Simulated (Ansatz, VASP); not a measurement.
## TaN: VASP beside Ansatz

INCAR

```
  PREC = Accurate
  ENCUT = 600
  EDIFF = 1E-6
  ISMEAR = -1
  SIGMA = 0.05
  LREAL = F
  LASPH = T
  NELM = 100
  ALGO = Normal
  ISIF = 3
  LWAVE = F
  LCHARG = F
  GGA = PE
  IVDW = 12
  IBRION = 2
  NSW = 60
  EDIFFG = -0.01
```

KPOINTS

```
regular mesh
0
Gamma
  6 6 9
```

Contents of POSCAR:

```
TaN
1.0
    5.1960000000      0.0000000000      0.0000000000
   -2.5980000000      4.4998679981      0.0000000000
    0.0000000000      0.0000000000      2.9110000000
Ta N
3 3
Direct
    0.0000000000      0.0000000000      0.0000000000
    0.6666666667      0.3333333333      0.5000000000
    0.3333333333      0.6666666667      0.5000000000
    0.0000000000      0.3928500000      0.0000000000
    0.6071500000      0.6071500000      0.0000000000
    0.3928500000      0.0000000000      0.0000000000
```

The input input.yaml:

```yaml
crystal:
  lattice:
    - [5.196, 0.0, 0.0]
    - [-2.598, 4.4998679981, 0.0]
    - [0.0, 0.0, 2.911]
  atoms:
    - { symbol: Ta, position: [0.0, 0.0, 0.0] }
    - { symbol: Ta, position: [0.6666666667, 0.3333333333, 0.5] }
    - { symbol: Ta, position: [0.3333333333, 0.6666666667, 0.5] }
    - { symbol: "N", position: [0.0, 0.39285, 0.0] }
    - { symbol: "N", position: [0.60715, 0.60715, 0.0] }
    - { symbol: "N", position: [0.39285, 0.0, 0.0] }
hamiltonian:
  xc: pbe
  pseudopotentials: { kind: paw }
  dispersion: d3bj
kpoints:
  mp_grid: { grid: [6, 6, 9] }
scf:
  occupations: { method: fermi_dirac, width: 0.05 }
output:
  forces: true
  stress: true
  eigenvalues: true
  write_density: true
  write_potential: true
  elf: true
  volumetric_format: npy
relax:
  f_tol: 0.01
  max_steps: 40
  cell: { stress_tol: 0.05 }
```

Alike in both runs: task relaxation of cell and atoms; functional PBE; dispersion D3(BJ); k mesh 6 × 6 × 9; occupations fermi-dirac, width 0.05 eV; no spin polarisation.

|  | VASP | Ansatz |
| --- | --- | --- |
| version | VASP 6.6.1 | Ansatz 0.2.0 |
| potentials or method | VASP PAW PBE potentials, release 64 (Ta_pv, N) | Ansatz PAW |
| plane-wave cutoff (eV) | 600 | 420 |
| valence electrons in the cell | 48 | 54 |

Ansatz gave:

* gap on the k mesh at the Fermi level, each at its own relaxed structure (eV): none
* relaxed volume (Å³/atom): 11.29
* relaxed cell length with the largest relative difference (Å): 5.189

**Question.** Estimate VASP's values.

**Answer.** gap on the k mesh at the Fermi level, each at its own relaxed structure (eV): none; relaxed volume (Å³/atom): 11.31; relaxed cell length with the largest relative difference (Å): 5.194.

A gap of «none» marks a metal or a gap that the smearing closes. VASP's potentials hold 48 valence electrons a cell and Ansatz's 54, so a difference there can come from the potentials and not from the codes.

Neither program's run includes spin-orbit coupling. Noted on Ansatz's run: the plane-wave basis is chosen anew once the cell has moved, so the energies of steps on either side of that aren't comparable.
